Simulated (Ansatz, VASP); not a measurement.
## Si: VASP beside Ansatz

Contents of INCAR:

```
SYSTEM = Si
ALGO     = Normal         ! electronic algorithm
DIPOL    = 0.5 0.5 0.374
EDIFF    = 1E-6           ! SCF threshold, eV
ENCUT    = 400            ! plane-wave cutoff, eV
GGA      = PE             ! functional
GGA_COMPAT= .False.      
IDIPOL   = 3            
ISIF     = 2              ! what is computed and relaxed
ISMEAR   = 0              ! smearing method
IVDW     = 12             ! dispersion correction
LASPH    = .True.         ! aspherical terms in the spheres
LCHARG   = .False.        ! write CHGCAR
LDIPOL   = .True.       
LREAL    = .False.        ! projectors in reciprocal space
LWAVE    = .False.        ! write WAVECAR
NBANDS   = 16             ! bands
NELM     = 120            ! most SCF steps
NELMDL   = -8           
PREC     = Accurate       ! precision mode
SIGMA    = 0.1            ! smearing width, eV
```

File KPOINTS:

```
k-points
0
Gamma
  9 9 1
  0 0 0
```

The input POSCAR:

```
Si
1.0
    3.8472023567      0.0000000000      0.0000000000
   -1.9236011784      3.3317749744      0.0000000000
    0.0000000000      0.0000000000     18.4446971473
Si
4
Direct
    0.3333333333      0.6666666667      0.2695814702
    0.6666666667      0.3333333333      0.2439725610
    0.6666666667      0.6666666667      0.5039224593
    0.3333333333      1.0000000000      0.4783135501
```

Input for Ansatz:

```yaml
crystal:
  lattice:
    - [3.8472023567, 0.0, 0.0]
    - [-1.9236011784, 3.3317749744, 0.0]
    - [0.0, 0.0, 18.4446971473]
  atoms:
    - { symbol: Si, position: [0.3333333333, 0.6666666667, 0.2695814702] }
    - { symbol: Si, position: [0.6666666667, 0.3333333333, 0.243972561] }
    - { symbol: Si, position: [0.6666666667, 0.6666666667, 0.5039224593] }
    - { symbol: Si, position: [0.3333333333, 1.0, 0.4783135501] }
basis:
  ecutwfc: 420
kpoints:
  mp_grid: { grid: [9, 9, 1] }
hamiltonian:
  xc: pbe
  dispersion: d3bj
scf:
  occupations: { method: gaussian, width: 0.1 }
output:
  forces: true
  eigenvalues: true
efield:
  axis: 3
  dipole_correction: true
  ramp_width: 0.04
```

Alike in both runs: task single point; functional PBE; dispersion D3(BJ); k mesh 9 × 9 × 1; occupations gaussian, width 0.1 eV; no spin polarisation.

|  | VASP | Ansatz |
| --- | --- | --- |
| version | VASP 6.6.1 | Ansatz 0.2.0 |
| potentials or method | VASP PAW PBE potentials, release 64 (Si), cutoff 400 eV | scalar-relativistic, plane waves, PAW |
| valence electrons in the cell | 16 | 16 |

```tsv
	VASP	Ansatz	Ansatz less VASP
gap on the k mesh at the Fermi level (eV)	0.39	0.39	0.000
least direct gap on the mesh (eV)	0.39	0.39	0.000
rms of the force components (eV/Å)	0.072	0.075	+0.0024
```

Atom by atom the forces differ by 0.004 eV/Å (rms over components).
